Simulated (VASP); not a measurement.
Here is a VASP 6.6.1 calculation.

INCAR

```
SYSTEM = Li2S
PREC = Accurate
ENCUT = 750
EDIFF = 1E-6
ISMEAR = 0
SIGMA = 0.01
LREAL = .False.
LASPH = .True.
NELM = 120
ALGO = Normal
ISIF = 2
LWAVE = .False.
LCHARG = .False.
GGA = PS
NBANDS = 13
GGA_COMPAT = .False.
```

Contents of KPOINTS:

```
Automatic mesh
0
Gamma
  6 6 6
  0 0 0
```

Contents of POSCAR:

```
Li2S
1.0
    0.0000000000      2.8414470801      2.8414470801
    2.8414470801      0.0000000000      2.8414470801
    2.8414470801      2.8414470801      0.0000000000
Li S
2 1
Direct
    0.2500000000      0.2500000000      0.2500000000
    0.7500000000      0.7500000000      0.7500000000
    0.0000000000      0.0000000000      0.0000000000
```

Potentials or basis: VASP PAW PBE potentials, release 64 (Li_sv, S).

The run is started by

```bash
$ cat potpaw_PBE.64/Li_sv/POTCAR potpaw_PBE.64/S/POTCAR > POTCAR
$ mpirun -np 1 vasp_std > vasp.out
```

(1) What does it give for the band gap on the k mesh?

(2) What does it give for the pressure?

Results:

(1) 3.21 eV (least direct gap 4.14 eV).

(2) -0.7 GPa.

Caveat: the PAW data sets were made with another functional, which shifts forces and pressure a little.
